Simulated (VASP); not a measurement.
# Si (a cell with a defect) in VASP: relaxation of the atoms with PBEsol

Aim: the relaxation of the atoms of Si (a cell with a defect) with PBEsol.

All numbers are computed with VASP 6.6.1; they aren't measurements. Logs are shortened: lines on timing, memory, paths and dates and some standing lists are left out, and cuts for length are marked.

**1. The cell of the first run**

The cell holds a defect, 17 atoms: a = 7.679 Å, b = 7.679 Å, c = 7.679 Å, α = 60.00°, β = 60.00°, γ = 60.00°.

**2. Relaxation of the atoms, PBEsol**

INCAR reads:

```
ALGO     = Normal         # electronic algorithm
EDIFF    = 1E-6           # SCF threshold, eV
EDIFFG   = -0.03          # ionic threshold
ENCUT    = 520            # plane-wave cutoff, eV
GGA      = PS             # functional
IBRION   = 2              # ionic algorithm
ISIF     = 2              # what is computed and relaxed
ISMEAR   = 0              # smearing method
LASPH    = True           # aspherical terms in the spheres
LCHARG   = False          # write CHGCAR
LREAL    = Auto         
LWAVE    = False          # write WAVECAR
NELM     = 80             # most SCF steps
NSW      = 80             # ionic steps
PREC     = Accurate       # precision mode
SIGMA    = 0.02           # smearing width, eV
```

KPOINTS reads:

```
k-points
0
Gamma
  2 2 2
```

POSCAR reads:

```
Si
1.0
    0.0000000000      5.4300000000      5.4300000000
    5.4300000000      0.0000000000      5.4300000000
    5.4300000000      5.4300000000      0.0000000000
Si
17
Direct
    0.0000000000      0.0000000000      0.0000000000
    0.1250000000      0.1250000000      0.1250000000
    0.0000000000      0.0000000000      0.5000000000
    0.1250000000      0.1250000000      0.6250000000
    0.0000000000      0.5000000000      0.0000000000
    0.1250000000      0.6250000000      0.1250000000
    0.0000000000      0.5000000000      0.5000000000
    0.1250000000      0.6250000000      0.6250000000
    0.5000000000      0.0000000000      0.0000000000
    0.6250000000      0.1250000000      0.1250000000
    0.5000000000      0.0000000000      0.5000000000
    0.6250000000      0.1250000000      0.6250000000
    0.5000000000      0.5000000000      0.0000000000
    0.6250000000      0.6250000000      0.1250000000
    0.5000000000      0.5000000000      0.5000000000
    0.6250000000      0.6250000000      0.6250000000
    0.8751626000      0.8770836000      0.8706036000
```

Potentials or basis: VASP PAW PBE potentials, release 64 (Si).

Started as:

```console
cat potpaw_PBE.64/Si/POTCAR > POTCAR
mpirun -np 1 vasp_std > vasp.out
```

OUTCAR:

```text
EDIFF = 1E-6
   EDIFFG = -0.03
   ENCUT = 520
   GGA = PS
   IBRION = 2
   ISIF = 2
   ISMEAR = 0
   LASPH = True
   LREAL = Auto
   NELM = 80
   NSW = 80
   PREC = Accurate

 ion  position               nearest neighbor table
   1  0.000  0.000  0.000-   2 2.35   4 2.35   6 2.35  10 2.35  17 2.36
   2  0.125  0.125  0.125-   1 2.35   3 2.35   5 2.35   9 2.35
   3  0.000  0.000  0.500-  17 2.32   4 2.35   8 2.35  12 2.35   2 2.35
   4  0.125  0.125  0.625-   1 2.35   3 2.35   7 2.35  11 2.35  17 2.70
   5  0.000  0.500  0.000-   2 2.35   6 2.35   8 2.35  14 2.35  17 2.36
   6  0.125  0.625  0.125-   1 2.35   5 2.35   7 2.35  13 2.35  17 2.74
   7  0.000  0.500  0.500-   4 2.35   6 2.35   8 2.35  16 2.35
   8  0.125  0.625  0.625-   3 2.35   5 2.35   7 2.35  15 2.35  17 2.70
   9  0.500  0.000  0.000-   2 2.35  10 2.35  12 2.35  14 2.35  17 2.35
  10  0.625  0.125  0.125-   1 2.35   9 2.35  11 2.35  13 2.35  17 2.73
  11  0.500  0.000  0.500-   4 2.35  10 2.35  12 2.35  16 2.35
  12  0.625  0.125  0.625-   3 2.35   9 2.35  11 2.35  15 2.35  17 2.69
  13  0.500  0.500  0.000-   6 2.35  10 2.35  14 2.35  16 2.35
  14  0.625  0.625  0.125-   5 2.35   9 2.35  13 2.35  15 2.35  17 2.73
  15  0.500  0.500  0.500-   8 2.35  12 2.35  14 2.35  16 2.35
  16  0.625  0.625  0.625-   7 2.35  11 2.35  13 2.35  15 2.35
  17  0.875  0.877  0.871-   3 2.32   9 2.35   5 2.36   1 2.36  12 2.69   8 2.70   4 2.70  14 2.73
                            10 2.73   6 2.74

  LATTYP: Found a face centered cubic cell.
 ALAT       =    10.8600000000

  Lattice vectors:

 A1 = (   0.0000000000,   5.4300000000,   5.4300000000)
 A2 = (   5.4300000000,   0.0000000000,   5.4300000000)
 A3 = (   5.4300000000,   5.4300000000,   0.0000000000)

Analysis of symmetry for initial positions (statically):
=====================================================================
 Subroutine PRICEL returns:
 Original cell was already a primitive cell.

 Routine SETGRP: Setting up the symmetry group for a
 face centered cubic supercell.

 Subroutine GETGRP returns: Found  1 space group operations
 (whereof  1 operations were pure point group operations)
 out of a pool of 48 trial point group operations.

The static configuration has the point symmetry C_1 .

Analysis of symmetry for dynamics (positions and initial velocities):
=====================================================================
 Subroutine PRICEL returns:
 Original cell was already a primitive cell.

 Routine SETGRP: Setting up the symmetry group for a
 face centered cubic supercell.

 Subroutine GETGRP returns: Found  1 space group operations
 (whereof  1 operations were pure point group operations)
 out of a pool of 48 trial point group operations.

[... 105 lines left out ...]
   ISTART =      0    job   : 0-new  1-cont  2-samecut
   ICHARG =      2    charge: 1-file 2-atom 10-const
   ISPIN  =      1    spin polarized calculation?
   LNONCOLLINEAR =      F non collinear calculations
   LSORBIT =      F    spin-orbit coupling
   LASPH  =      T    aspherical Exc in radial PAW
   ENCUT  =  520.0 eV  38.22 Ry    6.18 a.u.  14.28 14.28 14.28*2*pi/ulx,y,z
   NELM   =     80;   NELMIN=  2; NELMDL= -5     # of ELM steps
   EDIFF  = 0.1E-05   stopping-criterion for ELM
   LREAL  =      T    real-space projection
   EDIFFG = -.3E-01   stopping-criterion for IOM
   NSW    =     80    number of steps for IOM
   IBRION =      2    ionic relax: 0-MD 1-quasi-New 2-CG
   NFREE  =      1    steps in history (QN), initial steepest desc. (CG)
   ISIF   =      2    stress and relaxation
   ISYM   =      2    0-nonsym 1-usesym 2-fastsym
   POTIM  = 0.5000    time-step for ionic-motion
   TEBEG  =    0.0;   TEEND  =   0.0 temperature during run
   PSTRESS=    0.0 pullay stress
   NELECT =      68.0000    total number of electrons
   NUPDOWN=      -1.0000    fix difference up-down
   EMIN   =  10.00;   EMAX   =-10.00  energy-range for DOS
   EFERMI =   0.00;   METHOD = LEGACY
   ISMEAR =     0;   SIGMA  =   0.02  broadening in eV -4-tet -1-fermi 0-gaus
   EFERMI_NEDOS =   21; number of points for ismear=-14 and -15
   IALGO  =     38    algorithm
   IMIX   =      4    mixing-type and parameters
     AMIX     =   0.40;   BMIX     =  1.00
     AMIX_MAG =   1.60;   BMIX_MAG =  1.00
  volume/ion in A,a.u.               =      18.84       127.11
  Fermi-wavevector in a.u.,A,eV,Ry     =   0.976715  1.845724 12.979587  0.953973
  Thomas-Fermi vector in A             =   2.107356
   LORBIT       =      0    0 simple, 1 ext, 2 COOP (PROOUT), +10 PAW based schemes
   GGA     = PS    functional components
   LHFCALC =     F    Hartree Fock is set to
   AEXX    =    0.0000 exact exchange contribution
   IVDW    =     0    specifies the selected vdW correction
   LEPSILON=     F    determine dielectric tensor
   LRPA    =     F    only Hartree local field effects (RPA)
 conjugate gradient relaxation of ions
 non-spin polarized calculation
 Gauss-broadening in eV      SIGMA  =   0.02
  energy-cutoff  :      520.00
  volume of cell :      320.21
 maximum number of plane-waves:      8646
 NGX is ok and might be reduce to    60
   NGX = 29   NGY = 29   NGZ = 29

--------------------------------------- Ionic step        1  -------------------------------------------

 number of electron      68.0000003 magnetization

 Free energy of the ion-electron system (eV)
  ---------------------------------------------------
  ext. energy  EPLUGINS =         0.00000000
  ---------------------------------------------------
  free energy    TOTEN  =       -93.80252546 eV

  energy without entropy =      -93.79866917  energy(sigma->0) =      -93.80059731

------------------------ aborting loop because EDIFF is reached ----------------------------------------

  FORCE on cell =-STRESS in cart. coord.  units (eV):
  Direction    XX          YY          ZZ          XY          YZ          ZX
  --------------------------------------------------------------------------------------
  -------------------------------------------------------------------------------------
  Total        7.9580011      7.9697952      7.9575020      0.1594216     -0.1638382     -0.2948305
  in kB       39.8185179     39.8775307     39.8160210      0.7976791     -0.8197781     -1.4752090
  external PRESSURE =      39.8373565 kB  Pullay stress =       0.0000000 kB
[... 242 lines left out ...]
--------------------------------------- Ionic step        6  -------------------------------------------

 number of electron      68.0000001 magnetization

 Free energy of the ion-electron system (eV)
  ---------------------------------------------------
  ext. energy  EPLUGINS =         0.00000000
  ---------------------------------------------------
  free energy    TOTEN  =       -93.92167126 eV

  energy without entropy =      -93.91769935  energy(sigma->0) =      -93.91968530

 E-fermi :   6.8060     XC(G=0):  -9.8055

 val. band max:        6.5662074944   @ k =   0.0000   0.0000   0.0000
 cond. band min:       6.8122919947   @ k =   0.0000   0.5000   0.5000
 fundamental gap:      0.2460845003
 Fermi energy:         6.8060445176

 k-point     1 :       0.0000    0.0000    0.0000
  band No.  band energies     occupation
      1      -6.3880      2.00000
      2      -3.8275      2.00000
      3      -3.6836      2.00000
      4      -3.6826      2.00000
      5      -3.6823      2.00000
      6      -2.8708      2.00000
[... 401 lines left out ...]
  FREE ENERGIE OF THE ION-ELECTRON SYSTEM (eV)
  ---------------------------------------------------
  free  energy   TOTEN  =       -93.9216712601 eV

  energy  without entropy=      -93.9176993476  energy(sigma->0) =      -93.91968530

 reached required accuracy - stopping structural energy minimisation
```

It took 16 min on 1 thread of Oxide Virtual Turin-like, shared host; peak memory 0.49 GiB.

Results:

- Free energy: -93.9217 eV
- Energy gained by relaxing: 7.0 meV/atom
- Ionic steps: 6
- Pressure after relaxing: 3.5 GPa
- Largest force after relaxing: 0.019 eV/Å
- Band gap on the k mesh: zero (bands 34 and 35 overlap by 0.25 eV)

Forces in eV/Å, atoms in the order of the input:
```
Si   0.002 -0.001  0.007
Si   0.003  0.005 -0.003
Si   0.002 -0.001 -0.002
Si  -0.006 -0.005 -0.003
Si  -0.007 -0.001 -0.002
Si   0.001 -0.003 -0.001
Si   0.000  0.002  0.000
Si   0.003 -0.005  0.006
Si  -0.001 -0.008  0.000
Si  -0.003 -0.001 -0.002
Si   0.003  0.000  0.002
Si  -0.004  0.003  0.004
Si  -0.002 -0.001  0.002
Si   0.002 -0.001  0.003
Si  -0.001  0.000 -0.003
Si   0.000  0.000  0.000
Si   0.008  0.015 -0.008
```

Step by step:
| step | energy change (eV) | largest force (eV/Å) | pressure (GPa) |
| --- | --- | --- | --- |
| 1 | 0.0000 | 1.0328 | 3.98 |
| 2 | -0.1158 | 0.1143 | 3.53 |
| 3 | -0.1166 | 0.1450 | 3.50 |
| 4 | -0.1186 | 0.0437 | 3.51 |
| 5 | -0.1188 | 0.0530 | 3.51 |
| 6 | -0.1191 | 0.0188 | 3.51 |

Final structure:
```yaml
crystal:
  lattice:
    - [0.00000, 5.43000, 5.43000]
    - [5.43000, 0.00000, 5.43000]
    - [5.43000, 5.43000, 0.00000]
  atoms:
    - { symbol: Si, position: [0.00194, 0.00193, 0.00199] }
    - { symbol: Si, position: [0.12504, 0.12549, 0.12396] }
    - { symbol: Si, position: [0.00249, 0.00245, 0.49262] }
    - { symbol: Si, position: [0.12800, 0.12802, 0.62191] }
    - { symbol: Si, position: [0.00195, 0.49412, 0.00199] }
    - { symbol: Si, position: [0.12794, 0.62208, 0.12790] }
    - { symbol: Si, position: [0.99860, 0.50052, 0.50036] }
    - { symbol: Si, position: [0.12800, 0.62208, 0.62191] }
    - { symbol: Si, position: [0.49368, 0.00208, 0.00217] }
    - { symbol: Si, position: [0.62203, 0.12798, 0.12792] }
    - { symbol: Si, position: [0.50050, 0.99856, 0.50039] }
    - { symbol: Si, position: [0.62203, 0.12803, 0.62191] }
    - { symbol: Si, position: [0.50040, 0.50046, 0.99869] }
    - { symbol: Si, position: [0.62203, 0.62207, 0.12792] }
    - { symbol: Si, position: [0.50050, 0.50055, 0.50039] }
    - { symbol: Si, position: [0.62500, 0.62498, 0.62504] }
    - { symbol: Si, position: [0.87504, 0.87570, 0.87354] }
```

Caveat: the k points lie up to 0.50 Å⁻¹ apart; the PAW data sets were made with another functional, which shifts forces and pressure a little.
